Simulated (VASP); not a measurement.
## Rh: single point with PBE

The system is Rh.

```
Rh
1.0
     3.93642    0.00000    0.00000
     0.00000    3.93642    0.00000
    -1.96821    0.00000    1.85298
Rh
2
Direct
  0.00000 0.00000 0.00000
  0.50000 0.50000 0.00000
```

| Quantity | Value |
| --- | --- |
| Program | VASP 6.6.1 |
| Task | single point |
| Functional | PBE |
| Potentials or basis | VASP PAW PBE potentials, release 64 (Rh_pv) |
| Cutoff | 520 eV |
| k mesh | 9 × 9 × 18 |
| Occupations | gaussian, width 0.1 eV |
| Spin | no spin polarisation |
| Dipole correction | no |
| Further INCAR settings | ALGO = Fast; EDIFF = 1e-07; NBANDS = 22 |

```yaml
Pressure: -4.8 GPa
Band_gap_on_the_k_mesh: zero (bands 15 and 16 overlap by 2.10 eV)
```

Stress tensor (GPa, compression positive):
```
-8.85  0.00  0.00
 0.00 -8.85  0.00
 0.00  0.00  3.39
```

Levels at points of the mesh, in eV from the Fermi level:
| k point | band 11 | band 12 | band 13 | band 14 | band 15 | band 16 | band 17 | band 18 | band 19 | band 20 |
| --- | --- | --- | --- | --- | --- | --- | --- | --- | --- | --- |
| (0.00, 0.00, 0.00) | -3.04 | -2.47 | -1.30 | -0.60 | 0.48 | 0.64 | 1.13 | 2.81 | 11.20 | 13.17 |
| (0.00, 0.00, 0.50) | 0.48 | 0.48 | 0.64 | 0.95 | 0.95 | 1.13 | 2.81 | 4.09 | 11.20 | 12.36 |

Run time: 5.3 min on 1 thread of AMD EPYC 7R13, on a shared host, peak memory 0.21 GiB.

Caveat: the stress differs along the axes, from -9 to 3 GPa.
